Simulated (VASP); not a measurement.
# Li (Im-3m) in VASP: single point with r2SCAN

Aim: the single point of Li with r2SCAN.

All numbers are computed with VASP 6.6.1; they aren't measurements. Logs are shortened: lines on timing, memory, paths and dates and some standing lists are left out, and cuts for length are marked.

**1. The cell of the first run**

Symmetry: Im-3m, No. 229, cubic system. The conventional cell has a = 3.477 Å, b = 3.477 Å, c = 3.477 Å, α = 90.00°, β = 90.00°, γ = 90.00°. Li (site symmetry m-3m) has 14 Li at 3.01 to 3.48 Å within 4.0 Å.

**2. Single point, r2SCAN**

File POSCAR:

```
Li
1.0
    3.4767387858      0.0000000000      0.0000000000
    0.0000000000      3.4767387858      0.0000000000
    0.0000000000      0.0000000000      3.4767387858
Li
2
Direct
    0.0000000000      0.0000000000      0.0000000000
    0.5000000000      0.5000000000      0.5000000000
```

File INCAR.step1:

```
SYSTEM = Li
PREC     = Accurate       ! precision mode
ENCUT    = 520            ! plane-wave cutoff, eV
ISMEAR   = 1              ! smearing method
SIGMA    = 0.1            ! smearing width, eV
LREAL    = .False.        ! projectors in reciprocal space
LASPH    = .True.         ! aspherical terms in the spheres
NELM     = 100            ! most SCF steps
NBANDS   = 10             ! bands
GGA      = PE             ! functional
ALGO     = Normal         ! electronic algorithm
EDIFF    = 1E-4           ! SCF threshold, eV
LWAVE    = .True.         ! write WAVECAR
LCHARG   = .False.        ! write CHGCAR
```

File INCAR.step2:

```
SYSTEM = Li
PREC     = Accurate       ! precision mode
ENCUT    = 520            ! plane-wave cutoff, eV
EDIFF    = 1E-7           ! SCF threshold, eV
ISMEAR   = 1              ! smearing method
SIGMA    = 0.1            ! smearing width, eV
LREAL    = .False.        ! projectors in reciprocal space
LASPH    = .True.         ! aspherical terms in the spheres
NELM     = 100            ! most SCF steps
ALGO     = Normal         ! electronic algorithm
ISIF     = 2              ! what is computed and relaxed
LWAVE    = .False.        ! write WAVECAR
LCHARG   = .True.         ! write CHGCAR
METAGGA  = R2SCAN         ! meta-GGA
LMIXTAU  = .True.       
LELF     = .True.         ! ELF
LVHAR    = .True.       
NBANDS   = 10             ! bands
ISTART   = 1
```

File KPOINTS:

```
Automatic mesh
0
Gamma
  20 20 20
  0 0 0
```

Potentials or basis: VASP PAW PBE potentials, release 64 (Li_sv).

On the command line:

```bash
$ cat potpaw_PBE.64/Li_sv/POTCAR > POTCAR
$ cp INCAR.step1 INCAR
$ mpirun -np 1 vasp_std > vasp.out
$ cp INCAR.step2 INCAR
$ mpirun -np 1 vasp_std > vasp.out
```

OUTCAR:

```text
SYSTEM = Li
   PREC = Accurate
   ENCUT = 520
   EDIFF = 1E-7
   ISMEAR = 1
   LREAL = .False.
   LASPH = .True.
   NELM = 100
   ISIF = 2
   METAGGA = R2SCAN
   ISTART = 1

 ion  position               nearest neighbor table
   1  0.000  0.000  0.000-
   2  0.500  0.500  0.500-

  LATTYP: Found a simple cubic cell.
 ALAT       =     3.4767387858

  Lattice vectors:

 A1 = (   3.4767387858,   0.0000000000,   0.0000000000)
 A2 = (   0.0000000000,   3.4767387858,   0.0000000000)
 A3 = (   0.0000000000,   0.0000000000,   3.4767387858)

Analysis of symmetry for initial positions (statically):
=====================================================================
 Subroutine PRICEL returns following result:

  LATTYP: Found a body centered cubic cell.
 ALAT       =     3.4767387858

  Lattice vectors:

 A1 = (   1.7383693929,   1.7383693929,  -1.7383693929)
 A2 = (  -1.7383693929,   1.7383693929,   1.7383693929)
 A3 = (   1.7383693929,  -1.7383693929,   1.7383693929)

   2 primitive cells build up your supercell.

 Routine SETGRP: Setting up the symmetry group for a
 simple cubic supercell.

 Subroutine GETGRP returns: Found 48 space group operations
 (whereof 48 operations were pure point group operations)
 out of a pool of 48 trial point group operations.

The static configuration has the point symmetry O_h .

Analysis of symmetry for dynamics (positions and initial velocities):
=====================================================================
 Subroutine PRICEL returns following result:

  LATTYP: Found a body centered cubic cell.
 ALAT       =     3.4767387858

  Lattice vectors:

 A1 = (   1.7383693929,   1.7383693929,  -1.7383693929)
 A2 = (  -1.7383693929,   1.7383693929,   1.7383693929)
 A3 = (   1.7383693929,  -1.7383693929,   1.7383693929)

   2 primitive cells build up your supercell.

 Routine SETGRP: Setting up the symmetry group for a
 simple cubic supercell.

 Subroutine GETGRP returns: Found 48 space group operations
 (whereof 48 operations were pure point group operations)
 out of a pool of 48 trial point group operations.

The dynamic configuration has the point symmetry O_h .

 Subroutine INISYM returns: Found 48 space group operations
 (whereof 48 operations are pure point group operations),
 and found     2 'primitive' translations

----------------------------------------------------------------------------------------

                                     Primitive cell

  volume of cell :      21.0129

  direct lattice vectors                    reciprocal lattice vectors
     1.738369393  1.738369393 -1.738369393     0.287625865  0.287625865  0.000000000
    -1.738369393  1.738369393  1.738369393    -0.000000000  0.287625865  0.287625865
     1.738369393 -1.738369393  1.738369393     0.287625865  0.000000000  0.287625865

  length of vectors
     3.010944111  3.010944111  3.010944111     0.406764399  0.406764399  0.406764399

  position of ions in fractional coordinates (direct lattice)
     0.000000000  0.000000000  0.000000000

  ion indices of the primitive-cell ions
   primitive index   ion index
                 1           1

----------------------------------------------------------------------------------------

 KPOINTS: Automatic mesh

Automatic generation of k-mesh.
 Grid dimensions read from file:
 generate k-points for:   20   20   20

 Generating k-lattice:

  Cartesian coordinates                     Fractional coordinates (reciprocal lattice)
     0.014381293  0.000000000  0.000000000     0.050000000  0.000000000  0.000000000
     0.000000000  0.014381293  0.000000000     0.000000000  0.050000000  0.000000000
     0.000000000  0.000000000  0.014381293     0.000000000  0.000000000  0.050000000

  Length of vectors
     0.014381293  0.014381293  0.014381293

  Shift w.r.t. Gamma in fractional coordinates (k-lattice)
     0.000000000  0.000000000  0.000000000

 Subroutine IBZKPT returns following result:
 ===========================================

 Found    286 irreducible k-points:

 Following reciprocal coordinates:
            Coordinates               Weight
  0.000000  0.000000  0.000000      1.000000
  0.050000  0.000000  0.000000      6.000000
  0.100000  0.000000  0.000000      6.000000
  0.150000  0.000000  0.000000      6.000000
  0.200000  0.000000  0.000000      6.000000
  0.250000  0.000000  0.000000      6.000000
[... 16 lines left out ...]
  0.150000  0.100000  0.000000     24.000000
  0.200000  0.100000  0.000000     24.000000
 [... further k-points ...]
   k-points           NKPTS =    286   k-points in BZ     NKDIM =    286   number of bands    NBANDS=     10
   number of dos      NEDOS =    301   number of ions     NIONS =      2
   total plane-waves  NPLWV =  21952
   dimension x,y,z NGX =    28 NGY =   28 NGZ =   28
   dimension x,y,z NGXF=    56 NGYF=   56 NGZF=   56
   ions per type =               2
   NGX,Y,Z   is equivalent  to a cutoff of  13.39, 13.39, 13.39 a.u.
   NGXF,Y,Z  is equivalent  to a cutoff of  26.78, 26.78, 26.78 a.u.
 SYSTEM =  Li
   PREC   = accura    normal or accurate (medium, high low for compatibility)
   ISTART =      1    job   : 0-new  1-cont  2-samecut
   ICHARG =      0    charge: 1-file 2-atom 10-const
   ISPIN  =      1    spin polarized calculation?
   LNONCOLLINEAR =      F non collinear calculations
   LSORBIT =      F    spin-orbit coupling
   LASPH  =      T    aspherical Exc in radial PAW
   ENCUT  =  520.0 eV  38.22 Ry    6.18 a.u.   6.46  6.46  6.46*2*pi/ulx,y,z
   NELM   =    100;   NELMIN=  2; NELMDL=  0     # of ELM steps
   EDIFF  = 0.1E-06   stopping-criterion for ELM
   LREAL  =      F    real-space projection
   EDIFFG = 0.1E-05   stopping-criterion for IOM
   NSW    =      0    number of steps for IOM
   IBRION =     -1    ionic relax: 0-MD 1-quasi-New 2-CG
   NFREE  =      0    steps in history (QN), initial steepest desc. (CG)
   ISIF   =      2    stress and relaxation
   ISYM   =      2    0-nonsym 1-usesym 2-fastsym
   POTIM  = 0.5000    time-step for ionic-motion
   TEBEG  =    0.0;   TEEND  =   0.0 temperature during run
   PSTRESS=    0.0 pullay stress
   NELECT =       6.0000    total number of electrons
   NUPDOWN=      -1.0000    fix difference up-down
   EMIN   =  10.00;   EMAX   =-10.00  energy-range for DOS
   EFERMI =   0.00;   METHOD = LEGACY
   ISMEAR =     1;   SIGMA  =   0.10  broadening in eV -4-tet -1-fermi 0-gaus
   EFERMI_NEDOS =   21; number of points for ismear=-14 and -15
   IALGO  =     38    algorithm
   IMIX   =      4    mixing-type and parameters
     AMIX     =   0.40;   BMIX     =  1.00
     AMIX_MAG =   1.60;   BMIX_MAG =  1.00
  volume/ion in A,a.u.               =      21.01       141.80
  Fermi-wavevector in a.u.,A,eV,Ry     =   0.855631  1.616908  9.960886  0.732104
  Thomas-Fermi vector in A             =   1.972410
   LORBIT       =      0    0 simple, 1 ext, 2 COOP (PROOUT), +10 PAW based schemes
   METAGGA = R2SCAN    functional components
   LHFCALC =     F    Hartree Fock is set to
   AEXX    =    0.0000 exact exchange contribution
   IVDW    =     0    specifies the selected vdW correction
   LEPSILON=     F    determine dielectric tensor
   LRPA    =     F    only Hartree local field effects (RPA)
 non-spin polarized calculation
 Methfessel and Paxton  Order N= 1 SIGMA  =   0.10
  energy-cutoff  :      520.00
  volume of cell :       42.03
 maximum number of plane-waves:      1157
 NGX is ok and might be reduce to    28
   NGX = 13   NGY = 13   NGZ = 13

 number of electron       6.0000017 magnetization

 Free energy of the ion-electron system (eV)
  ---------------------------------------------------
  ext. energy  EPLUGINS =         0.00000000
  ---------------------------------------------------
  free energy    TOTEN  =        -4.76356550 eV

  energy without entropy =       -4.76313491  energy(sigma->0) =       -4.76342197

 E-fermi :   0.5617     XC(G=0):  -7.3556

 val. band max:        0.5564174789   @ k =   0.4000   0.4000   0.2500
 cond. band min:       0.5734424750   @ k =   0.5000   0.4000   0.0000
 fundamental gap:      0.0170249961
 Fermi energy:         0.5617135719

 k-point     1 :       0.0000    0.0000    0.0000
  band No.  band energies     occupation
      1     -47.6042      2.00000
      2     -47.5746      2.00000
      3      -3.2795      2.00000
      4       6.4772      0.00000
      5       6.4772      0.00000
      6       6.4772      0.00000
      7       8.5834      0.00000
      8       8.5834      0.00000
      9      15.0877      0.00000
     10      16.4539      0.00000

 k-point     2 :       0.0500    0.0000    0.0000
  band No.  band energies     occupation
      1     -47.6041      2.00000
      2     -47.5747      2.00000
      3      -3.2545      2.00000
      4       6.0346      0.00000
      5       6.5095      0.00000
      6       6.5095      0.00000
      7       8.6169      0.00000
      8       9.0706      0.00000
      9      15.0983      0.00000
     10      16.2819      0.00000

 k-point     3 :       0.1000    0.0000    0.0000
  band No.  band energies     occupation
      1     -47.6034      2.00000
      2     -47.5750      2.00000
      3      -3.1783      2.00000
      4       5.1993      0.00000
      5       6.6068      0.00000
      6       6.6068      0.00000
      7       8.7176      0.00000
      8      10.0328      0.00000
      9      15.1626      0.00000
     10      15.8016      0.00000
[... 248 lines left out ...]
 k-point    23 :       0.1500    0.1000    0.0000
  band No.  band energies     occupation
      1     -47.6016      2.00000
      2     -47.5762      2.00000
      3      -2.9495      2.00000
      4       4.2649      0.00000
      5       5.7775      0.00000
      6       6.8970      0.00000
      7       9.9204      0.00000
      8      11.5536      0.00000
      9      14.0638      0.00000
     10      14.9500      0.00000

 k-point    24 :       0.2000    0.1000    0.0000
  band No.  band energies     occupation
      1     -47.6003      2.00000
      2     -47.5771      2.00000
      3      -2.7711      2.00000
      4       3.4650      0.00000
      5       5.9512      0.00000
      6       7.1224      0.00000
      7      10.1992      0.00000
      8      12.5373      0.00000
      9      13.2059      0.00000
     10      14.2706      0.00000

 [... further k-points ...]

------------------------ aborting loop because EDIFF is reached ----------------------------------------

  FORCE on cell =-STRESS in cart. coord.  units (eV):
  Direction    XX          YY          ZZ          XY          YZ          ZX
  --------------------------------------------------------------------------------------
  -------------------------------------------------------------------------------------
  Total       -0.0275595     -0.0275595     -0.0275595     -0.0000000     -0.0000000      0.0000000
  in kB       -1.0506704     -1.0506704     -1.0506704     -0.0000000     -0.0000000      0.0000000
  external PRESSURE =      -1.0506704 kB  Pullay stress =       0.0000000 kB

 VOLUME and BASIS-vectors are now :
 -----------------------------------------------------------------------------
  energy-cutoff  :      520.00
  volume of cell :       42.03
      direct lattice vectors                 reciprocal lattice vectors
     3.476738786  0.000000000  0.000000000     0.287625865  0.000000000  0.000000000
     0.000000000  3.476738786  0.000000000     0.000000000  0.287625865  0.000000000
     0.000000000  0.000000000  3.476738786     0.000000000  0.000000000  0.287625865

 POSITION                                       TOTAL-FORCE (eV/Angst)
 -----------------------------------------------------------------------------------
      0.00000      0.00000      0.00000         0.000000      0.000000      0.000000
      1.73837      1.73837      1.73837        -0.000000     -0.000000     -0.000000
 -----------------------------------------------------------------------------------
    total drift:                                0.000000      0.000000      0.000000

  FREE ENERGIE OF THE ION-ELECTRON SYSTEM (eV)
  ---------------------------------------------------
  free  energy   TOTEN  =        -4.7635655038 eV

  energy  without entropy=       -4.7631349138  energy(sigma->0) =       -4.76342197
```

Wall time 5.2 min (1 thread of Intel Xeon Platinum 8559C (Emerald Rapids), shared host); peak memory 0.21 GiB.

Results:

```yaml
Free_energy: -4.7636 eV
Band_gap_on_the_k_mesh: zero (bands 3 and 4 overlap by 4.82 eV)
```

Levels at points of the mesh, in eV from the Fermi level:
| k point | band 1 | band 2 | band 3 | band 4 | band 5 | band 6 | band 7 | band 8 |
| --- | --- | --- | --- | --- | --- | --- | --- | --- |
| (0.00, 0.00, 0.00) | -48.17 | -48.14 | -3.84 | 5.92 | 5.92 | 5.92 | 8.02 | 8.02 |
| (0.50, 0.00, 0.00) | -48.15 | -48.15 | -1.26 | -1.26 | 9.11 | 9.11 | 9.11 | 9.11 |
| (0.50, 0.50, 0.00) | -48.15 | -48.15 | 0.26 | 0.26 | 3.37 | 3.37 | 11.18 | 11.18 |
| (0.50, 0.50, 0.50) | -48.15 | -48.15 | 3.56 | 3.56 | 3.56 | 3.56 | 3.56 | 3.56 |

Caveat: the cutoff is under 1.25 times the usual one of these potentials, so pressure, stress and relaxed cells hold a basis-set (Pulay) error; the PAW data sets were made with another functional, which shifts forces and pressure a little.
